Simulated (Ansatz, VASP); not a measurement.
**LiBr: VASP beside Ansatz**

INCAR

```
PREC = Accurate ; ENCUT = 750
EDIFF = 1E-7 ; ISMEAR = -1
SIGMA = 0.02 ; LREAL = False
LASPH = True ; NELM = 120
ALGO = Normal ; ISIF = 3
LWAVE = False ; LCHARG = False
GGA = PE ; IBRION = 2
NSW = 100 ; EDIFFG = -0.005
GGA_COMPAT = False ; NELMIN = 4
```

File KPOINTS:

```
regular mesh
0
Gamma
  8 8 8
```

File POSCAR:

```
LiBr
1.0
    0.0000000000      2.8221272026      2.8221272026
    2.8221272026      0.0000000000      2.8221272026
    2.8221272026      2.8221272026      0.0000000000
Li Br
1 1
Direct
    0.0000000000      0.0000000000      0.0000000000
    0.5000000000      0.5000000000      0.5000000000
```

Input for Ansatz:

```yaml
crystal:
  lattice:
    - [0.0, 2.8221272026, 2.8221272026]
    - [2.8221272026, 0.0, 2.8221272026]
    - [2.8221272026, 2.8221272026, 0.0]
  atoms:
    - { symbol: Li, position: [0.0, 0.0, 0.0] }
    - { symbol: Br, position: [0.5, 0.5, 0.5] }
kpoints:
  mp_grid: { grid: [8, 8, 8] }
scf:
  occupations: { method: fermi_dirac, width: 0.02 }
hamiltonian:
  xc: pbe
  pseudopotentials: { kind: paw }
output:
  forces: true
  stress: true
  efg: { contact_densities: true }
  write_density: true
  write_potential: true
  elf: true
  volumetric_format: npy
relax:
  f_tol: 0.005
  max_steps: 80
  cell: {}
```

Alike in both runs: task relaxation of cell and atoms; functional PBE; k mesh 8 × 8 × 8; occupations fermi-dirac, width 0.02 eV; no spin polarisation.

|  | VASP | Ansatz |
| --- | --- | --- |
| version | VASP 6.6.1 | Ansatz 0.2.0 |
| potentials or method | VASP PAW PBE potentials, release 64 (Li_sv, Br) | PAW with Ansatz's default frozen-core files, scalar-relativistic |
| plane-wave cutoff (eV) | 750 | 420 |
| valence electrons in the cell | 10 | 10 |

VASP gave:

| Quantity | Value |
| --- | --- |
| gap on the k mesh at the Fermi level, each at its own relaxed structure (eV) | 4.93 |
| relaxed volume (Å³/atom) | 20.88 |
| relaxed cell length with the largest relative difference (Å) | 3.894 |

**Question.** What did Ansatz give for the same quantities?

**Answer.** gap on the k mesh at the Fermi level, each at its own relaxed structure (eV): 4.92; relaxed volume (Å³/atom): 20.91; relaxed cell length with the largest relative difference (Å): 3.896.
